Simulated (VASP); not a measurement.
Write the native input for VASP 6.6.1 that does the following.

```yaml
Task: single point
Functional: PBE
Dispersion: D3(BJ)
Potentials_or_basis: VASP PAW PBE potentials, release 64 (As, Ga_d, Ag)
Cutoff: 520 eV
k_mesh: 7 × 7 × 1
Occupations: gaussian, width 0.05 eV
Spin: collinear spin
Starting_moments: "[0.0, 0.0, 0.0, 0.0, 1.0] μB"
Dipole_correction: yes
Further_INCAR_settings: ALGO = Normal; EDIFF = 1e-06; NBANDS = 36
```

The structure of Ga2AgAs2 lies in POSCAR:

```
Ga2AgAs2
1.0
    4.0137031117      0.0000000000      0.0000000000
    0.0000000000      4.0137031117      0.0000000000
    0.0000000000      0.0000000000     21.6700524369
As Ga Ag
2 2 1
Direct
    0.0000000000      0.5000000000      0.1845865400
    0.5000000000      0.0000000000      0.3212717630
    0.5000000000      0.5000000000      0.2500713074
    0.0000000000      0.0000000000      0.3862497546
    0.2500000000      0.5000000000      0.5016163421
```

The input as run:

INCAR

```
PREC = Accurate ; ENCUT = 520
EDIFF = 1E-6 ; ISMEAR = 0
SIGMA = 0.05 ; LREAL = False
LASPH = True ; NELM = 150
ALGO = Normal ; ISIF = 2
LWAVE = False ; LCHARG = False
ISPIN = 2 ; MAGMOM = 0 0 0 0 1
LORBIT = 11 ; LMAXMIX = 4
LDIPOL = True ; IDIPOL = 3
DIPOL = 0.5 0.5 0.329 ; GGA = PE
IVDW = 12 ; NBANDS = 36
```

KPOINTS

```
regular mesh
0
Gamma
  7 7 1
```

Potentials or basis: VASP PAW PBE potentials, release 64 (As, Ga_d, Ag).

Run with:

```console
$ cat potpaw_PBE.64/As/POTCAR potpaw_PBE.64/Ga_d/POTCAR potpaw_PBE.64/Ag/POTCAR > POTCAR
$ mpirun -np 1 vasp_std > vasp.out
```

It gave:

```json
{
  "Largest force": "0.703 eV/Å",
  "Net moment": "0.14 μB per cell",
  "Site moments": "As +0.05, +0.00; Ga -0.00, +0.00; Ag +0.00 μB",
  "Valence electrons inside the program's atomic spheres": "As 2.66, 2.79; Ga 11.63, 11.49; Ag 9.67",
  "Dispersion energy per atom": "-0.222 eV"
}
```

Run time: 22 min on 1 thread of Intel Xeon 8259CL, on a shared host, peak memory 0.68 GiB.
